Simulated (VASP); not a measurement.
# Hf in VASP: a series of runs, part 2 of 2

VASP 6.6.1.

### Step 3. Single point, PBE

This run uses another cell than the first one.

Contents of INCAR:

```
SYSTEM = Hf
  ALGO = Normal
  DIPOL = 0.5 0.5 0.493
  EDIFF = 1E-6
  ENCUT = 520
  GGA = PE
  IDIPOL = 3
  ISIF = 2
  ISMEAR = 0
  LASPH = .TRUE.
  LCHARG = .TRUE.
  LDIPOL = .TRUE.
  LELF = .TRUE.
  LREAL = .FALSE.
  LVACPOTAV = .TRUE.
  LVHAR = .TRUE.
  LWAVE = .FALSE.
  NBANDS = 22
  NELM = 60
  PREC = Accurate
  SIGMA = 0.1
```

Contents of KPOINTS:

```
k-points
0
G
  9 9 1
  0 0 0
```

Contents of POSCAR:

```
Hf
1.0
    3.1715270182      0.0000000000      0.0000000000
   -1.5857635091      2.7466229666      0.0000000000
    0.0000000000      0.0000000000     19.1790819334
Hf
3
Direct
    0.6666666667      0.3333333333      0.3649809738
    0.3333333333      0.6666666667      0.4930421266
    0.0000000000      0.0000000000      0.6210214690
```

Potentials or basis: VASP PAW PBE potentials, release 64 (Hf_pv).

Started as:

```sh
$ cat potpaw_PBE.64/Hf_pv/POTCAR > POTCAR
$ mpirun -np 1 vasp_std > vasp.out
```

OUTCAR:

```text
SYSTEM = Hf
   EDIFF = 1E-6
   ENCUT = 520
   GGA = PE
   ISIF = 2
   ISMEAR = 0
   LASPH = .TRUE.
   LREAL = .FALSE.
   NELM = 60
   PREC = Accurate

 ion  position               nearest neighbor table
   1  0.667  0.333  0.365-   2 3.06   2 3.06   2 3.06
   2  0.333  0.667  0.493-   3 3.06   3 3.06   3 3.06   1 3.06   1 3.06   1 3.06
   3  0.000  0.000  0.621-   2 3.06   2 3.06   2 3.06

  LATTYP: Found a hexagonal cell.
 ALAT       =     3.1715270182
 C/A-ratio  =     6.0472705493

  Lattice vectors:

 A1 = (   3.1715270182,   0.0000000000,   0.0000000000)
 A2 = (  -1.5857635091,   2.7466229666,   0.0000000000)
 A3 = (   0.0000000000,   0.0000000000,  19.1790819334)

Analysis of symmetry for initial positions (statically):
=====================================================================
 Subroutine PRICEL returns:
 Original cell was already a primitive cell.

 Routine SETGRP: Setting up the symmetry group for a
 hexagonal supercell.

 Subroutine GETGRP returns: Found  6 space group operations
 (whereof  6 operations were pure point group operations)
 out of a pool of 24 trial point group operations.

The static configuration has the point symmetry C_3v.

Analysis of symmetry for dynamics (positions and initial velocities):
=====================================================================
 Subroutine PRICEL returns:
 Original cell was already a primitive cell.

 Routine SETGRP: Setting up the symmetry group for a
 hexagonal supercell.

 Subroutine GETGRP returns: Found  6 space group operations
 (whereof  6 operations were pure point group operations)
 out of a pool of 24 trial point group operations.

The dynamic configuration has the point symmetry C_3v.

 Subroutine INISYM returns: Found  6 space group operations
 (whereof  6 operations are pure point group operations),
 and found     1 'primitive' translations

[... 104 lines left out ...]
  volume/ion in A,a.u.               =      55.69       375.81
  Fermi-wavevector in a.u.,A,eV,Ry     =   0.923599  1.745349 11.606249  0.853035
  Thomas-Fermi vector in A             =   2.049253
   LORBIT       =      0    0 simple, 1 ext, 2 COOP (PROOUT), +10 PAW based schemes
   GGA     = PE    functional components
   LHFCALC =     F    Hartree Fock is set to
   AEXX    =    0.0000 exact exchange contribution
   IVDW    =     0    specifies the selected vdW correction
   LEPSILON=     F    determine dielectric tensor
   LRPA    =     F    only Hartree local field effects (RPA)
 non-spin polarized calculation
 Gauss-broadening in eV      SIGMA  =   0.10
  energy-cutoff  :      520.00
  volume of cell :      167.07
 maximum number of plane-waves:      4518
 NGX is ok and might be reduce to    24
   NGX = 11   NGY = 11   NGZ = 71

 dipolmoment           0.000000      0.000000     -0.000034 electrons x Angstroem

 number of electron      30.0000000 magnetization

 dipolmoment           0.000000      0.000000      0.000488 electrons x Angstroem

 Free energy of the ion-electron system (eV)
  ---------------------------------------------------
  ext. energy  EPLUGINS =         0.00000000
  ---------------------------------------------------
  free energy    TOTEN  =       -27.78757816 eV

  energy without entropy =      -27.76910382  energy(sigma->0) =      -27.77834099

 E-fermi :  -0.6148     XC(G=0):  -5.5887

 val. band max:       -0.6561061478   @ k =   0.1111   0.0000   0.0000
 cond. band min:      -0.5817744838   @ k =   0.0000   0.0000   0.0000
 fundamental gap:      0.0743316640
 Fermi energy:        -0.6148125450

 k-point     1 :       0.0000    0.0000    0.0000
  band No.  band energies     occupation
      1     -31.5781      2.00000
      2     -31.4045      2.00000
      3     -31.0171      2.00000
      4     -31.0171      2.00000
      5     -31.0112      2.00000
      6     -31.0112      2.00000
[... 289 lines left out ...]
     21       2.6317      0.00000
     22       3.6443      0.00000

------------------------ aborting loop because EDIFF is reached ----------------------------------------

  FORCE on cell =-STRESS in cart. coord.  units (eV):
  Direction    XX          YY          ZZ          XY          YZ          ZX
  --------------------------------------------------------------------------------------
  -------------------------------------------------------------------------------------
  Total       -1.6085900     -1.6085900     -0.2165801     -0.0000000      0.0000000      0.0000000
  in kB      -15.4262607    -15.4262607     -2.0769870     -0.0000000      0.0000000      0.0000000
  external PRESSURE =     -10.9765028 kB  Pullay stress =       0.0000000 kB

 VOLUME and BASIS-vectors are now :
 -----------------------------------------------------------------------------
  energy-cutoff  :      520.00
  volume of cell :      167.07
      direct lattice vectors                 reciprocal lattice vectors
     3.171527018  0.000000000  0.000000000     0.315305528  0.182041731  0.000000000
    -1.585763509  2.746622967  0.000000000     0.000000000  0.364083463  0.000000000
     0.000000000  0.000000000 19.179081933     0.000000000  0.000000000  0.052140139

 POSITION                                       TOTAL-FORCE (eV/Angst)
 -----------------------------------------------------------------------------------
      1.58576      0.91554      7.00000         0.000000      0.000000      0.041990
     -0.00000      1.83108      9.45610        -0.000000     -0.000000     -0.006854
      0.00000      0.00000     11.91062        -0.000000      0.000000     -0.035136
 -----------------------------------------------------------------------------------
    total drift:                                0.000000     -0.000000     -0.004454

  FREE ENERGIE OF THE ION-ELECTRON SYSTEM (eV)
  ---------------------------------------------------
  free  energy   TOTEN  =       -27.7875781590 eV

  energy  without entropy=      -27.7691038184  energy(sigma->0) =      -27.77834099

 vacuum level on the upper side and lower side of the slab         3.882         3.875
```

OSZICAR:

```text
N       E                     dE             d eps       ncg     rms          rms(c)
DAV:   1     0.967217889923E+02    0.96722E+02   -0.16773E+04   696   0.114E+03
DAV:   2    -0.239271311841E+02   -0.12065E+03   -0.11462E+03   674   0.248E+02
DAV:   3    -0.303693403532E+02   -0.64422E+01   -0.61671E+01   692   0.409E+01
[... 19 lines left out ...]
DAV:  23    -0.277876502005E+02    0.11405E-03   -0.12933E-04   698   0.364E-02    0.477E-01
DAV:  24    -0.277875607058E+02    0.89495E-04   -0.56770E-04   666   0.502E-02    0.314E-01
DAV:  25    -0.277875632467E+02   -0.25409E-05   -0.10725E-05   536   0.160E-02    0.279E-01
DAV:  26    -0.277875776865E+02   -0.14440E-04   -0.35144E-05   602   0.267E-02    0.153E-01
DAV:  27    -0.277875781590E+02   -0.47248E-06   -0.88300E-06   612   0.146E-02
   1 F= -.27787578E+02 E0= -.27778341E+02  d E =-.184743E-01
```

stdout:

```text
POSCAR found type information on POSCAR Hf
 POSCAR found :  1 types and       3 ions
 scaLAPACK will be used
 LDA part: xc-table for (Slater+PW92), standard interpolation
 POSCAR, INCAR and KPOINTS ok, starting setup
 FFT: planning ... GRIDC
 FFT: planning ... GRID_SOFT
 FFT: planning ... GRID
 WAVECAR not read
 entering main loop
 -----------------------------------------------------------------------------
|                                                                             |
|           W    W    AA    RRRRR   N    N  II  N    N   GGGG   !!!           |
|           W    W   A  A   R    R  NN   N  II  NN   N  G    G  !!!           |
|           W    W  A    A  R    R  N N  N  II  N N  N  G       !!!           |
|           W WW W  AAAAAA  RRRRR   N  N N  II  N  N N  G  GGG   !            |
|           WW  WW  A    A  R   R   N   NN  II  N   NN  G    G                |
|           W    W  A    A  R    R  N    N  II  N    N   GGGG   !!!           |
|                                                                             |
|     Did not find any points to average over, which means that no vacuum     |
|     field-free region was found. Please increase the size of  your cell     |
|     in the dimension of the dipole correction to obtain accurate            |
|     workfunction values.                                                    |
|                                                                             |
 -----------------------------------------------------------------------------
```

It took 1.7 min on 1 thread of AMD EPYC 7R43 (Zen 3), shared host; peak memory 0.25 GiB.

Results:

```yaml
Free_energy: -27.7876 eV
Largest_force: 0.042 eV/Å
Band_gap_on_the_k_mesh: zero (bands 15 and 16 overlap by 1.14 eV)
```

Forces in eV/Å, atoms in the order of the input:
```
Hf   0.000  0.000  0.042
Hf   0.000  0.000 -0.007
Hf   0.000  0.000 -0.035
```

Levels at points of the mesh, in eV from the Fermi level:
```tsv
k point	band 11	band 12	band 13	band 14	band 15	band 16	band 17	band 18	band 19	band 20
(0.00, 0.00, 0.00)	-5.28	-3.93	-0.05	0.03	0.83	1.14	1.14	1.37	1.49	1.49
```

Caveat: spin-orbit coupling is left out, which moves the levels of the heavy elements.

### Step 4. Relaxation of the atoms, PBE

This run uses another cell than the first one.

Contents of INCAR:

```
PREC     = Accurate       # precision mode
ENCUT    = 520            # plane-wave cutoff, eV
EDIFF    = 1E-6           # SCF threshold, eV
ISMEAR   = 0              # smearing method
SIGMA    = 0.1            # smearing width, eV
LREAL    = False          # projectors in reciprocal space
LASPH    = True           # aspherical terms in the spheres
NELM     = 100            # most SCF steps
ALGO     = Normal         # electronic algorithm
ISIF     = 2              # what is computed and relaxed
LWAVE    = False          # write WAVECAR
LCHARG   = False          # write CHGCAR
LDIPOL   = True         
IDIPOL   = 3            
DIPOL    = 0.5 0.5 0.500
GGA      = PE             # functional
IBRION   = 2              # ionic algorithm
NSW      = 70             # ionic steps
EDIFFG   = -0.03          # ionic threshold
```

Contents of KPOINTS:

```
Automatic mesh
0
Gamma
  9 9 1
```

Contents of POSCAR:

```
Hf
1.0
    3.1715270182      0.0000000000      0.0000000000
   -1.5857635091      2.7466229666      0.0000000000
    0.0000000000      0.0000000000     19.1790819334
Hf
3
Selective dynamics
Direct
    0.6666666667      0.3333333333      0.3649809738  F F F
    0.3333333333      0.6666666667      0.5000000000  T T T
    0.0000000000      0.0000000000      0.6350190262  T T T
```

Started as:

```sh
$ cat potpaw_PBE.64/Hf_pv/POTCAR > POTCAR
$ mpirun -np 1 vasp_std > vasp.out
```

It took 9.9 min on 1 thread of AMD EPYC 7R43 (Zen 3), shared host; peak memory 0.26 GiB.

Results (log left out):

| Quantity | Value |
| --- | --- |
| Free energy | -27.7879 eV |
| Energy gained by relaxing | 30.6 meV/atom |
| Ionic steps | 10 |
| Band gap on the k mesh | zero (bands 15 and 16 overlap by 1.16 eV) |

Step by step:
```csv
step,energy change (eV),largest force on free atoms (eV/Å),pressure (GPa)
1,0.0000,0.5995,-2.63
2,-0.0164,0.5277,-2.49
3,-0.0502,0.2797,-1.97
4,-0.0096,1.1764,-0.65
5,-0.0555,0.4366,-1.71
6,-0.0716,0.3080,-1.57
7,-0.0899,0.1584,-1.07
8,-0.0905,0.1033,-1.18
9,-0.0906,0.1045,-1.16
10,-0.0919,0.0171,-1.01
```

Final structure:
```
Hf
1.0
     3.17153    0.00000    0.00000
    -1.58576    2.74662    0.00000
     0.00000    0.00000   19.17908
Hf
3
Direct
  0.66667 0.33333 0.36498
  0.33333 0.66667 0.49252
  0.00000 0.00000 0.62033
```

Levels at points of the mesh, in eV from the Fermi level:
```
           k point  band 11  band 12  band 13  band 14  band 15  band 16  band 17  band 18  band 19
(0.00, 0.00, 0.00)    -5.28    -3.93    -0.05     0.03     0.86     1.14     1.14     1.39     1.48
```

Caveat: spin-orbit coupling is left out, which moves the levels of the heavy elements.

### Step 5. Overview

```tsv
task	cell	cutoff (eV)	atoms held fixed (from 0)	gap on the mesh (eV)	largest force (eV/Å)
single point	a = 3.172, b = 3.172, c = 21.911 Å, angles 90.0, 90.0, 120.0°, 3 atoms, atomic positions A	400	-	none	0.04
single point	a = 3.172, b = 3.172, c = 19.179 Å, angles 90.0, 90.0, 120.0°, 3 atoms, atomic positions A	520	-	none	0.04
relaxation of the atoms	atoms relaxed from a = 3.172, b = 3.172, c = 19.179 Å, angles 90.0, 90.0, 120.0°, 3 atoms, atomic positions B	520	[0]	none	-
```

Alike in all rows: level PBE; potentials or basis VASP PAW PBE potentials, release 64 (Hf_pv); no spin polarisation; k mesh 9 × 9 × 1; smearing gaussian 0.1 eV.

Caveats: spin-orbit coupling is left out, which moves the levels of the heavy elements.

Total energies depend on the potentials used, so only differences within one code and one set of settings carry meaning.
